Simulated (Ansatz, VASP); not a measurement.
One calculation of InAs, two programs

Contents of INCAR:

```
SYSTEM = InAs
  PREC = Accurate
  ENCUT = 520
  EDIFF = 1E-6
  ISMEAR = 0
  SIGMA = 0.1
  LREAL = .False.
  LASPH = .True.
  NELM = 150
  ALGO = Normal
  ISIF = 2
  LWAVE = .False.
  LCHARG = .True.
  MAGMOM = 0 0 0 0 0 0
  LORBIT = 11
  LSORBIT = .True.
  GGA_COMPAT = .False.
  LORBMOM = .True.
  GGA = PS
  LVHAR = .True.
  NBANDS = 30
```

KPOINTS

```
Automatic mesh
0
Gamma
  10 10 10
  0 0 0
```

The input POSCAR:

```
InAs
1.0
    0.0000000000      3.0441511310      3.0441511310
    3.0441511310      0.0000000000      3.0441511310
    3.0441511310      3.0441511310      0.0000000000
In As
1 1
Direct
    1.0000000000      0.0000000000      0.0000000000
    0.2500000000      0.2500000000      0.2500000000
```

Input for Ansatz:

```yaml
crystal:
  lattice:
    - [0.0, 3.044151131, 3.044151131]
    - [3.044151131, 0.0, 3.044151131]
    - [3.044151131, 3.044151131, 0.0]
  atoms:
    - { symbol: In, position: [1.0, 0.0, 0.0] }
    - { symbol: As, position: [0.25, 0.25, 0.25] }
basis:
  ecutwfc: 420
kpoints:
  mp_grid: { grid: [10, 10, 10] }
scf:
  occupations: { method: gaussian, width: 0.1 }
  n_extra_bands: 8
hamiltonian:
  xc: pbesol
  pseudopotentials: { kind: paw_fr, azcp: { folder: soft_1 } }
output:
  eigenvalues: true
magnetization:
  noncollinear: true
  spin_orbit: true
```

Alike in both runs: task single point; functional PBEsol; k mesh 10 × 10 × 10; occupations gaussian, width 0.1 eV; non-collinear spin, spin-orbit coupling.

```csv
,VASP,Ansatz
version,VASP 6.6.1,Ansatz 0.2.0
potentials or method,"VASP PAW PBE potentials, release 64 (In_d, As), cutoff 520 eV",plane-wave PAW
valence electrons in the cell,18,28
```

```tsv
	VASP	Ansatz	Ansatz less VASP
net moment per atom (μB)	0.00	0.00	0.000
```

VASP's potentials were made for PBE, not for PBEsol, and Ansatz warns of the same on its side. VASP's potentials hold 18 valence electrons a cell and Ansatz's 28, so a difference there can come from the potentials and not from the codes.
